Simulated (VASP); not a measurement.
Ga16P16H (a cell with a defect): single point with PBE

System: Ga16P16H (a cell with a defect).

```
Ga P H
1.0
     5.50512    5.50512   -5.50512
    -5.50512   -5.50512   -5.50512
    -5.50512    5.50512    5.50512
Ga P H
16 16 1
Direct
  0.25209 0.50000 0.25209
  0.50000 0.25000 0.25000
  0.75000 0.00000 0.25000
  0.74791 0.50000 0.74791
  0.00000 0.50000 0.49847
  0.25000 0.25000 0.50000
  0.50153 0.00153 0.50153
  0.75000 0.75000 0.50000
  0.00000 0.75209 0.25209
  0.49847 0.50000 0.00000
  0.74791 0.24791 0.00000
  0.00000 0.24791 0.74791
  0.25000 0.00000 0.75000
  0.50000 0.75000 0.75000
  0.00000 0.99847 0.00000
  0.25209 0.75209 0.00000
  0.24546 0.50000 0.00000
  0.49913 0.24936 0.00000
  0.74936 0.99913 0.00000
  0.74936 0.50000 0.49913
  0.00000 0.50000 0.24546
  0.25064 0.24977 0.25064
  0.50087 0.00087 0.25023
  0.74977 0.75064 0.25064
  0.00000 0.74546 0.00000
  0.49913 0.50000 0.74936
  0.75454 0.25454 0.75454
  0.00000 0.24936 0.49913
  0.25023 0.00087 0.50087
  0.50087 0.75023 0.50087
  0.00000 0.99913 0.74936
  0.25064 0.75064 0.74977
  0.00000 0.50000 0.00000
```

This cell differs from its parent crystal: with an interstitial atom, then relaxed in part.

- Program: VASP 6.6.1
- Task: single point
- Functional: PBE
- Potentials or basis: VASP PAW PBE potentials, release 64 (Ga_d, P, H)
- Cutoff: 520 eV
- k mesh: 1 × 1 × 1
- Occupations: gaussian, width 0.01 eV
- Spin: no spin polarisation

```
Largest force : 0.024 eV/Å
```

Forces in eV/Å, atoms in the order of the input:
```
Ga   0.000  0.001  0.000
Ga   0.000  0.000  0.000
Ga   0.000  0.000  0.000
Ga   0.000 -0.001  0.000
Ga  -0.007  0.007  0.007
Ga   0.000  0.000  0.000
Ga   0.007 -0.007  0.007
Ga   0.000  0.000  0.000
Ga  -0.001  0.000  0.000
Ga   0.007  0.007 -0.007
Ga   0.000  0.000  0.001
Ga   0.001  0.000  0.000
Ga   0.000  0.000  0.000
Ga   0.000  0.000  0.000
Ga  -0.007 -0.007 -0.007
Ga   0.000  0.000 -0.001
P   -0.014 -0.014  0.014
P    0.011  0.011  0.014
P   -0.011 -0.011  0.014
P   -0.011 -0.014  0.011
P    0.014 -0.014 -0.014
P   -0.011  0.014 -0.011
P    0.011 -0.011 -0.014
P   -0.014  0.011 -0.011
P    0.014  0.014  0.014
P    0.011 -0.014 -0.011
P   -0.014  0.014 -0.014
P    0.014  0.011  0.011
P   -0.014 -0.011  0.011
P    0.011  0.014  0.011
P    0.014 -0.011 -0.011
P   -0.011  0.011 -0.014
H    0.000  0.000  0.000
```

Levels at points of the mesh, in eV from the Fermi level:
```
           k point  band 141  band 142  band 143  band 144  band 145  band 146  band 147  band 148  band 149  band 150
(0.00, 0.00, 0.00)     -1.14     -0.01     -0.01     -0.01      0.00      1.58      1.72      1.72      1.72      1.88
```

It took 15 min on 1 thread of Intel Xeon 8259CL, with other jobs on the host, peak memory 0.73 GiB.

Caveat: the k points lie up to 0.81 Å⁻¹ apart, too coarse for converged energies, forces and pressures; the cell carries a net charge on a neutralising background, which shifts energy and pressure; the cell differs from its parent crystal (with an interstitial atom, then relaxed in part); the cell is charged against a uniform background, so pressure and absolute levels hang on convention.
